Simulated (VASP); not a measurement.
A run of VASP 6.6.1:

INCAR

```
SYSTEM = MgO
  PREC = Accurate
  ENCUT = 520
  EDIFF = 1E-7
  ISMEAR = 0
  SIGMA = 0.05
  LREAL = .FALSE.
  LASPH = .TRUE.
  NELM = 80
  ALGO = Normal
  ISIF = 2
  LWAVE = .FALSE.
  LCHARG = .FALSE.
  GGA = PE
  NBANDS = 11
```

KPOINTS

```
regular mesh
0
G
  10 10 10
  0 0 0
```

The input POSCAR:

```
MgO
1.0
    0.0000000000      1.8652253293      2.7978379939
    1.8652253293      0.0000000000      2.7978379939
    1.8652253293      1.8652253293      0.0000000000
Mg O
1 1
Direct
    0.0000000000      0.0000000000      0.0000000000
    0.5000000000      0.5000000000      0.5000000000
```

Potentials or basis: VASP PAW PBE potentials, release 64 (Mg, O).

Run with:

```sh
$ cat potpaw_PBE.64/Mg/POTCAR potpaw_PBE.64/O/POTCAR > POTCAR
$ mpirun -np 1 vasp_std > vasp.out
```

Hardware: 1 thread of Intel Xeon 8259CL, on a shared host.

Question: How long does it take, and how much memory?

Answer: Run time: 36 s on 1 thread of Intel Xeon 8259CL, on a shared host, peak memory 0.16 GiB. Counts: scf iterations 13, k points 102.
